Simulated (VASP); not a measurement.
Input of a VASP 6.6.1 run:

Contents of INCAR:

```
SYSTEM = Ge
PREC = Accurate
ENCUT = 520
EDIFF = 1E-7
ISMEAR = -1
SIGMA = 0.1
LREAL = .FALSE.
LASPH = .TRUE.
NELM = 100
ALGO = Normal
ISIF = 2
LWAVE = .FALSE.
LCHARG = .FALSE.
GGA = RE
NBANDS = 36
```

The input KPOINTS:

```
Automatic mesh
0
G
  16 16 5
  0 0 0
```

The input POSCAR:

```
Ge
1.0
    3.0367277957      0.0000000000      0.0000000000
   -1.5183638978      2.6298834154      0.0000000000
    0.0000000000      0.0000000000      9.9556797359
Ge
4
Direct
    1.0000000000      1.0000000000      0.0000000000
    1.0000000000      1.0000000000      0.5000000000
    0.3333333333      0.6666666667      0.2500000000
    0.6666666667      0.3333333333      0.7500000000
```

Potentials or basis: VASP PAW PBE potentials, release 64 (Ge_d).

Command:

```sh
$ cat potpaw_PBE.64/Ge_d/POTCAR > POTCAR
$ mpirun -np 1 vasp_std > vasp.out
```

Q: Predict the band gap on the k mesh.

A: Zero (bands 28 and 29 overlap by 8.99 eV).

Q: Estimate the pressure.

A: 0.3 GPa.

Stress tensor (GPa, compression positive):
```
0.02 0.00 0.00
0.00 0.02 0.00
0.00 0.00 0.94
```

Caveat: the PAW data sets were made with another functional, which shifts forces and pressure a little.
